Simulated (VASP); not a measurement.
# Fe (Pm-3m) in VASP: notebook

The runs below take Fe through single point, with BLYP.

Program: VASP 6.6.1. These are calculated values, not measurements. Logs are shortened: lines on timing, memory, paths and dates and some standing lists are left out, and cuts for length are marked.

## 1. The cell of the first run

It takes space group Pm-3m (No. 221, cubic). Conventional cell: a = 2.206 Å, b = 2.206 Å, c = 2.206 Å, α = 90.00°, β = 90.00°, γ = 90.00°. Fe (site symmetry m-3m) has 6 Fe at 2.21 Å within 2.9 Å.

## 2. Single point, BLYP (volume scaled by 0.88)

INCAR

```
SYSTEM = Fe
PREC = Accurate
ENCUT = 520
EDIFF = 1E-7
ISMEAR = -1
SIGMA = 0.1
LREAL = .FALSE.
LASPH = .TRUE.
NELM = 80
ALGO = Normal
ISIF = 2
LWAVE = .FALSE.
LCHARG = .FALSE.
GGA = B5
ALDAX = 1.0
AGGAX = 1.0
AGGAC = 1.0
ALDAC = 0.0
NBANDS = 10
```

KPOINTS

```
regular mesh
0
G
  15 15 15
  0 0 0
```

POSCAR

```
Fe
1.0
    2.2058295862      0.0000000000      0.0000000000
    0.0000000000      2.2058295862      0.0000000000
    0.0000000000      0.0000000000      2.2058295862
Fe
1
Direct
    0.0000000000      0.0000000000      0.0000000000
```

Potentials or basis: VASP PAW PBE potentials, release 64 (Fe).

Launch:

```console
$ cat potpaw_PBE.64/Fe/POTCAR > POTCAR
$ mpirun -np 1 vasp_std > vasp.out
```

OUTCAR:

```text
SYSTEM = Fe
   PREC = Accurate
   ENCUT = 520
   EDIFF = 1E-7
   ISMEAR = -1
   LREAL = .FALSE.
   LASPH = .TRUE.
   NELM = 80
   ISIF = 2
   GGA = B5

 ion  position               nearest neighbor table
   1  0.000  0.000  0.000-

  LATTYP: Found a simple cubic cell.
 ALAT       =     2.2058295862

  Lattice vectors:

 A1 = (   2.2058295862,   0.0000000000,   0.0000000000)
 A2 = (   0.0000000000,   2.2058295862,   0.0000000000)
 A3 = (   0.0000000000,   0.0000000000,   2.2058295862)

Analysis of symmetry for initial positions (statically):
=====================================================================
 Subroutine PRICEL returns:
 Original cell was already a primitive cell.

 Routine SETGRP: Setting up the symmetry group for a
 simple cubic supercell.

 Subroutine GETGRP returns: Found 48 space group operations
 (whereof 48 operations were pure point group operations)
 out of a pool of 48 trial point group operations.

The static configuration has the point symmetry O_h .

Analysis of symmetry for dynamics (positions and initial velocities):
=====================================================================
 Subroutine PRICEL returns:
 Original cell was already a primitive cell.

 Routine SETGRP: Setting up the symmetry group for a
 simple cubic supercell.

 Subroutine GETGRP returns: Found 48 space group operations
 (whereof 48 operations were pure point group operations)
 out of a pool of 48 trial point group operations.

The dynamic configuration has the point symmetry O_h .

 Subroutine INISYM returns: Found 48 space group operations
 (whereof 48 operations are pure point group operations),
 and found     1 'primitive' translations

----------------------------------------------------------------------------------------

                                     Primitive cell

  volume of cell :      10.7329

  direct lattice vectors                    reciprocal lattice vectors
     2.205829586  0.000000000  0.000000000     0.453344178  0.000000000  0.000000000
     0.000000000  2.205829586  0.000000000     0.000000000  0.453344178  0.000000000
     0.000000000  0.000000000  2.205829586     0.000000000  0.000000000  0.453344178

  length of vectors
     2.205829586  2.205829586  2.205829586     0.453344178  0.453344178  0.453344178

  position of ions in fractional coordinates (direct lattice)
     0.000000000  0.000000000  0.000000000

  ion indices of the primitive-cell ions
   primitive index   ion index
                 1           1

----------------------------------------------------------------------------------------

 KPOINTS: regular mesh

Automatic generation of k-mesh.
 Grid dimensions read from file:
 generate k-points for:   15   15   15

 Generating k-lattice:

  Cartesian coordinates                     Fractional coordinates (reciprocal lattice)
     0.030222945  0.000000000  0.000000000     0.066666667  0.000000000  0.000000000
     0.000000000  0.030222945  0.000000000     0.000000000  0.066666667  0.000000000
     0.000000000  0.000000000  0.030222945     0.000000000  0.000000000  0.066666667

  Length of vectors
     0.030222945  0.030222945  0.030222945

  Shift w.r.t. Gamma in fractional coordinates (k-lattice)
     0.000000000  0.000000000  0.000000000

 Subroutine IBZKPT returns following result:
 ===========================================

 Found    120 irreducible k-points:

 Following reciprocal coordinates:
            Coordinates               Weight
  0.000000  0.000000  0.000000      1.000000
  0.066667  0.000000  0.000000      6.000000
  0.133333  0.000000  0.000000      6.000000
  0.200000  0.000000  0.000000      6.000000
  0.266667  0.000000  0.000000      6.000000
  0.333333  0.000000  0.000000      6.000000
[... 16 lines left out ...]
  0.266667  0.200000  0.000000     24.000000
  0.333333  0.200000  0.000000     24.000000
 [... further k-points ...]
   k-points           NKPTS =    120   k-points in BZ     NKDIM =    120   number of bands    NBANDS=     10
   number of dos      NEDOS =    301   number of ions     NIONS =      1
   total plane-waves  NPLWV =   4096
   dimension x,y,z NGX =    16 NGY =   16 NGZ =   16
   dimension x,y,z NGXF=    32 NGYF=   32 NGZF=   32
   ions per type =               1
   NGX,Y,Z   is equivalent  to a cutoff of  12.06, 12.06, 12.06 a.u.
   NGXF,Y,Z  is equivalent  to a cutoff of  24.12, 24.12, 24.12 a.u.
 SYSTEM =  Fe
   PREC   = accura    normal or accurate (medium, high low for compatibility)
   ISTART =      0    job   : 0-new  1-cont  2-samecut
   ICHARG =      2    charge: 1-file 2-atom 10-const
   ISPIN  =      1    spin polarized calculation?
   LNONCOLLINEAR =      F non collinear calculations
   LSORBIT =      F    spin-orbit coupling
   LASPH  =      T    aspherical Exc in radial PAW
   ENCUT  =  520.0 eV  38.22 Ry    6.18 a.u.   4.10  4.10  4.10*2*pi/ulx,y,z
   NELM   =     80;   NELMIN=  2; NELMDL= -5     # of ELM steps
   EDIFF  = 0.1E-06   stopping-criterion for ELM
   LREAL  =      F    real-space projection
   EDIFFG = 0.1E-05   stopping-criterion for IOM
   NSW    =      0    number of steps for IOM
   IBRION =     -1    ionic relax: 0-MD 1-quasi-New 2-CG
   NFREE  =      0    steps in history (QN), initial steepest desc. (CG)
   ISIF   =      2    stress and relaxation
   ISYM   =      2    0-nonsym 1-usesym 2-fastsym
   POTIM  = 0.5000    time-step for ionic-motion
   TEBEG  =    0.0;   TEEND  =   0.0 temperature during run
   PSTRESS=    0.0 pullay stress
   NELECT =       8.0000    total number of electrons
   NUPDOWN=      -1.0000    fix difference up-down
   EMIN   =  10.00;   EMAX   =-10.00  energy-range for DOS
   EFERMI =   0.00;   METHOD = LEGACY
   ISMEAR =    -1;   SIGMA  =   0.10  broadening in eV -4-tet -1-fermi 0-gaus
   EFERMI_NEDOS =   21; number of points for ismear=-14 and -15
   IALGO  =     38    algorithm
   IMIX   =      4    mixing-type and parameters
     AMIX     =   0.40;   BMIX     =  1.00
     AMIX_MAG =   1.60;   BMIX_MAG =  1.00
  volume/ion in A,a.u.               =      10.73        72.43
  Fermi-wavevector in a.u.,A,eV,Ry     =   1.484338  2.804993 29.977171  2.203260
  Thomas-Fermi vector in A             =   2.597887
   LORBIT       =      0    0 simple, 1 ext, 2 COOP (PROOUT), +10 PAW based schemes
   GGA     = B5    functional components
   LHFCALC =     F    Hartree Fock is set to
   AEXX    =    0.0000 exact exchange contribution
   IVDW    =     0    specifies the selected vdW correction
   LEPSILON=     F    determine dielectric tensor
   LRPA    =     F    only Hartree local field effects (RPA)
 non-spin polarized calculation
  energy-cutoff  :      520.00
  volume of cell :       10.73
 maximum number of plane-waves:       298
   NGX =  9   NGY =  9   NGZ =  9

 number of electron       7.9999981 magnetization

 Free energy of the ion-electron system (eV)
  ---------------------------------------------------
  ext. energy  EPLUGINS =         0.00000000
  ---------------------------------------------------
  free energy    TOTEN  =        -6.15880800 eV

  energy without entropy =       -6.09152160  energy(sigma->0) =       -6.12516480

 E-fermi :   7.2031     XC(G=0): -12.7043

 val. band max:        7.1983133002   @ k =   0.4000   0.2667   0.2000
 cond. band min:       7.2112112691   @ k =   0.4000   0.3333   0.0000
 fundamental gap:      0.0128979689
 Fermi energy:         7.2030525867

 k-point     1 :       0.0000    0.0000    0.0000
  band No.  band energies     occupation
      1      -1.3791      2.00000
      2       2.9317      2.00000
      3       2.9317      2.00000
      4       8.2971      0.00004
      5       8.2971      0.00004
      6       8.2971      0.00004
      7      29.1070      0.00000
      8      29.1070      0.00000
      9      29.1070      0.00000
     10      33.5723      0.00000

 k-point     2 :       0.0667    0.0000    0.0000
  band No.  band energies     occupation
      1      -1.2251      2.00000
      2       2.9608      2.00000
      3       3.0314      2.00000
      4       8.2092      0.00009
      5       8.2092      0.00009
      6       8.3040      0.00003
      7      27.4199      0.00000
      8      29.3268      0.00000
      9      29.3268      0.00000
     10      33.5331      0.00000

 k-point     3 :       0.1333    0.0000    0.0000
  band No.  band energies     occupation
      1      -0.7783      2.00000
      2       3.0439      2.00000
      3       3.3227      2.00000
      4       7.9664      0.00097
      5       7.9664      0.00097
      6       8.3237      0.00003
      7      24.5661      0.00000
      8      29.9668      0.00000
      9      29.9668      0.00000
     10      33.4158      0.00000

 k-point     4 :       0.2000    0.0000    0.0000
  band No.  band energies     occupation
      1      -0.0836      2.00000
      2       3.1684      2.00000
      3       3.7805      2.00000
      4       7.6229      0.02960
      5       7.6229      0.02960
      6       8.3527      0.00002
      7      21.6955      0.00000
      8      30.9780      0.00000
      9      30.9780      0.00000
     10      33.2251      0.00000
[... 222 lines left out ...]
 k-point    22 :       0.2000    0.2000    0.0000
  band No.  band energies     occupation
      1       1.0636      2.00000
      2       3.6587      2.00000
      3       4.3789      2.00000
      4       7.0326      1.69221
      5       7.6310      0.02733
      6       7.7900      0.00563
      7      22.0625      0.00000
      8      23.9875      0.00000
      9      32.7402      0.00000
     10      34.7662      0.00000

 k-point    23 :       0.2667    0.2000    0.0000
  band No.  band energies     occupation
      1       1.7644      2.00000
      2       3.8124      2.00000
      3       4.8625      2.00000
      4       6.9287      1.87906
      5       7.3345      0.42360
      6       7.7782      0.00634
      7      19.9203      0.00000
      8      24.3256      0.00000
      9      33.9852      0.00000
     10      34.8046      0.00000

 k-point    24 :       0.3333    0.2000    0.0000
  band No.  band energies     occupation
      1       2.4571      2.00000
      2       3.9065      2.00000
      3       5.1185      2.00000
      4       7.0130      1.73996
      5       7.3553      0.35823
      6       7.8191      0.00421
      7      17.5261      0.00000
      8      25.3259      0.00000
      9      34.1648      0.00000
     10      35.4699      0.00000

 [... further k-points ...]
[... 5 lines left out ...]
  --------------------------------------------------------------------------------------
  -------------------------------------------------------------------------------------
  Total        2.0317152      2.0317152      2.0317152      0.0000000      0.0000000     -0.0000000
  in kB      303.2896185    303.2896185    303.2896185      0.0000000      0.0000000     -0.0000000
  external PRESSURE =     303.2896185 kB  Pullay stress =       0.0000000 kB

 VOLUME and BASIS-vectors are now :
 -----------------------------------------------------------------------------
  energy-cutoff  :      520.00
  volume of cell :       10.73
      direct lattice vectors                 reciprocal lattice vectors
     2.205829586  0.000000000  0.000000000     0.453344178  0.000000000  0.000000000
     0.000000000  2.205829586  0.000000000     0.000000000  0.453344178  0.000000000
     0.000000000  0.000000000  2.205829586     0.000000000  0.000000000  0.453344178

 POSITION                                       TOTAL-FORCE (eV/Angst)
 -----------------------------------------------------------------------------------
      0.00000      0.00000      0.00000         0.000000      0.000000      0.000000
 -----------------------------------------------------------------------------------
    total drift:                               -0.000000     -0.000000      0.000000

  FREE ENERGIE OF THE ION-ELECTRON SYSTEM (eV)
  ---------------------------------------------------
  free  energy   TOTEN  =        -6.1588079964 eV

  energy  without entropy=       -6.0915216047  energy(sigma->0) =       -6.12516480
```

It took 5 s on 1 thread of Intel Xeon 6975P-C (Granite Rapids), shared host; peak memory 0.12 GiB.

What came out:

```
Free energy            : -6.1588 eV
Pressure               : 30.3 GPa
Band gap on the k mesh : zero (band 4 reaches 9.49 eV, above the bottom of band 5 at 6.44 eV)
```

Levels at points of the mesh, in eV from the Fermi level:
| k point | band 1 | band 2 | band 3 | band 4 | band 5 | band 6 | band 7 | band 8 |
| --- | --- | --- | --- | --- | --- | --- | --- | --- |
| (0.00, 0.00, 0.00) | -8.58 | -4.27 | -4.27 | 1.09 | 1.09 | 1.09 | 21.90 | 21.90 |

Caveat: the cell differs from its parent crystal (volume scaled by 0.88); the PAW data sets were made with another functional, which shifts forces and pressure a little; the run has no spin polarisation, though such a crystal can be magnetic. Spin polarisation is off, so any magnetic state and its effect on volume and gap are missing.

## 3. Single point, BLYP (volume scaled by 0.92)

INCAR

```
SYSTEM = Fe
PREC     = Accurate       ! precision mode
ENCUT    = 520            ! plane-wave cutoff, eV
EDIFF    = 1E-6           ! SCF threshold, eV
ISMEAR   = -1             ! smearing method
SIGMA    = 0.1            ! smearing width, eV
LREAL    = .FALSE.        ! projectors in reciprocal space
LASPH    = .TRUE.         ! aspherical terms in the spheres
NELM     = 60             ! most SCF steps
ALGO     = Normal         ! electronic algorithm
ISIF     = 2              ! what is computed and relaxed
LWAVE    = .FALSE.        ! write WAVECAR
LCHARG   = .FALSE.        ! write CHGCAR
GGA      = B5             ! functional
ALDAX    = 1.0          
AGGAX    = 1.0          
AGGAC    = 1.0          
ALDAC    = 0.0          
NBANDS   = 10             ! bands
```

KPOINTS is that of step 2.

POSCAR

```
Fe
1.0
    2.2387572704      0.0000000000      0.0000000000
    0.0000000000      2.2387572704      0.0000000000
    0.0000000000      0.0000000000      2.2387572704
Fe
1
Direct
    0.0000000000      0.0000000000      0.0000000000
```

Potentials or basis: VASP PAW PBE potentials, release 64 (Fe).

Launch:

```console
$ cat potpaw_PBE.64/Fe/POTCAR > POTCAR
$ mpirun -np 1 vasp_std > vasp.out
```

It took 6.6 s on 1 thread of Intel Xeon 6975P-C (Granite Rapids), shared host; peak memory 0.13 GiB.

Results (log left out):

```yaml
Free_energy: -6.2314 eV
Pressure: 17.7 GPa
Band_gap_on_the_k_mesh: zero (band 4 reaches 8.84 eV, above the bottom of band 5 at 5.98 eV)
```

Levels at points of the mesh, in eV from the Fermi level:
```csv
k point,band 1,band 2,band 3,band 4,band 5,band 6,band 7,band 8,band 9
"(0.00, 0.00, 0.00)",-8.32,-4.02,-4.02,1.03,1.03,1.03,21.31,21.31,21.31
```

Caveat: the cell differs from its parent crystal (volume scaled by 0.92); the PAW data sets were made with another functional, which shifts forces and pressure a little; the run has no spin polarisation, though such a crystal can be magnetic. Spin polarisation is off, so any magnetic state and its effect on volume and gap are missing.

## 4. Single point, BLYP (volume scaled by 0.96)

INCAR

```
SYSTEM = Fe
AGGAC = 1.0
AGGAX = 1.0
ALDAC = 0.0
ALDAX = 1.0
ALGO = Normal
EDIFF = 1E-6
ENCUT = 520
GGA = B5
ISIF = 2
ISMEAR = -1
LASPH = .TRUE.
LCHARG = .FALSE.
LREAL = .FALSE.
LWAVE = .FALSE.
NBANDS = 10
NELM = 60
PREC = Accurate
SIGMA = 0.1
```

KPOINTS

```
k-points
0
G
  15 15 15
  0 0 0
```

POSCAR

```
Fe
1.0
    2.2707438387      0.0000000000      0.0000000000
    0.0000000000      2.2707438387      0.0000000000
    0.0000000000      0.0000000000      2.2707438387
Fe
1
Direct
    0.0000000000      0.0000000000      0.0000000000
```

Launch:

```console
$ cat potpaw_PBE.64/Fe/POTCAR > POTCAR
$ mpirun -np 1 vasp_std > vasp.out
```

Wall time 6.8 s (1 thread of Intel Xeon 6975P-C (Granite Rapids), shared host); peak memory 0.12 GiB.

It converged, with:

| Item | Value |
| --- | --- |
| Free energy | -6.2695 eV |
| Pressure | 7.7 GPa |
| Band gap on the k mesh | zero (band 4 reaches 8.26 eV, above the bottom of band 5 at 5.57 eV) |

Levels at points of the mesh, in eV from the Fermi level:
```csv
k point,band 2,band 3,band 4,band 5,band 6,band 7
"(0.00, 0.00, 0.00)",-3.79,-3.79,0.97,0.97,0.97,20.75
```

Caveat: the cell differs from its parent crystal (volume scaled by 0.96); the PAW data sets were made with another functional, which shifts forces and pressure a little; the run has no spin polarisation, though such a crystal can be magnetic.

## 5. Single point, BLYP

This run uses another cell than the first one, of 12.20 Å³/atom, 1.136 times its volume.

INCAR

```
SYSTEM = Fe
AGGAC = 1.0
AGGAX = 1.0
ALDAC = 0.0
ALDAX = 1.0
ALGO = Normal
EDIFF = 1E-6
ENCUT = 520
GGA = B5
ISIF = 2
ISMEAR = -1
LASPH = .True.
LCHARG = .True.
LELF = .True.
LREAL = .False.
LVHAR = .True.
LWAVE = .False.
NBANDS = 10
NELM = 100
PREC = Accurate
SIGMA = 0.1
```

KPOINTS

```
k-points
0
Gamma
  15 15 15
  0 0 0
```

POSCAR

```
Fe
1.0
    2.3018537845      0.0000000000      0.0000000000
    0.0000000000      2.3018537845      0.0000000000
    0.0000000000      0.0000000000      2.3018537845
Fe
1
Direct
    0.0000000000      0.0000000000      0.0000000000
```

Launch:

```console
$ cat potpaw_PBE.64/Fe/POTCAR > POTCAR
$ mpirun -np 1 vasp_std > vasp.out
```

Wall time 7.1 s (1 thread of Intel Xeon 6975P-C (Granite Rapids), shared host); peak memory 0.12 GiB.

The run converged. Its results:

```
Free energy            : -6.2802 eV
Pressure               : -0.4 GPa
Band gap on the k mesh : zero (band 4 reaches 7.72 eV, above the bottom of band 5 at 5.18 eV)
```

Levels at points of the mesh, in eV from the Fermi level:
```
           k point  band 2  band 3  band 4  band 5  band 6  band 7
(0.00, 0.00, 0.00)   -3.58   -3.58    0.91    0.91    0.91   20.22
```

Caveat: the PAW data sets were made with another functional, which shifts forces and pressure a little; the run has no spin polarisation, though such a crystal can be magnetic. Spin polarisation is off, so any magnetic state and its effect on volume and gap are missing.

## 6. Single point, BLYP (volume scaled by 1.04)

INCAR

```
  PREC = Accurate
  ENCUT = 520
  EDIFF = 1E-6
  ISMEAR = -1
  SIGMA = 0.1
  LREAL = F
  LASPH = T
  NELM = 80
  ALGO = Normal
  ISIF = 2
  LWAVE = F
  LCHARG = F
  GGA = B5
  ALDAX = 1.0
  AGGAX = 1.0
  AGGAC = 1.0
  ALDAC = 0.0
  NBANDS = 10
```

KPOINTS

```
Automatic mesh
0
Gamma
  15 15 15
```

POSCAR

```
Fe
1.0
    2.3321448080      0.0000000000      0.0000000000
    0.0000000000      2.3321448080      0.0000000000
    0.0000000000      0.0000000000      2.3321448080
Fe
1
Direct
    0.0000000000      0.0000000000      0.0000000000
```

Potentials or basis: VASP PAW PBE potentials, release 64 (Fe).

Launch:

```console
$ cat potpaw_PBE.64/Fe/POTCAR > POTCAR
$ mpirun -np 1 vasp_std > vasp.out
```

It took 6.9 s on 1 thread of Intel Xeon 6975P-C (Granite Rapids), shared host; peak memory 0.12 GiB.

Results (log left out):

```
Free energy            : -6.2690 eV
Pressure               : -6.8 GPa
Band gap on the k mesh : zero (band 4 reaches 7.23 eV, above the bottom of band 5 at 4.83 eV)
```

Levels at points of the mesh, in eV from the Fermi level:
| k point | band 1 | band 2 | band 3 | band 4 | band 5 | band 6 | band 7 | band 8 |
| --- | --- | --- | --- | --- | --- | --- | --- | --- |
| (0.00, 0.00, 0.00) | -7.62 | -3.39 | -3.39 | 0.86 | 0.86 | 0.86 | 19.73 | 19.73 |

Caveat: the cell differs from its parent crystal (volume scaled by 1.04); the PAW data sets were made with another functional, which shifts forces and pressure a little; the run has no spin polarisation, though such a crystal can be magnetic.

## 7. Overview

| cell | gap on the mesh (eV) | pressure (GPa) |
| --- | --- | --- |
| a = 2.206 Å, 1 atom | none | 30.3 |
| a = 2.239 Å, 1 atom | none | 17.7 |
| a = 2.271 Å, 1 atom | none | 7.7 |
| a = 2.302 Å, 1 atom | none | -0.4 |
| a = 2.332 Å, 1 atom | none | -6.8 |

Alike in all rows: task single point; level BLYP; potentials or basis VASP PAW PBE potentials, release 64 (Fe); no spin polarisation; k mesh 15 × 15 × 15; cutoff (eV) 520; smearing fermi-dirac 0.1 eV.

Caveats: the PAW data sets were made with another functional, which shifts forces and pressure a little; the run has no spin polarisation, though such a crystal can be magnetic.

Absolute energies hang on the potentials; compare differences alone.
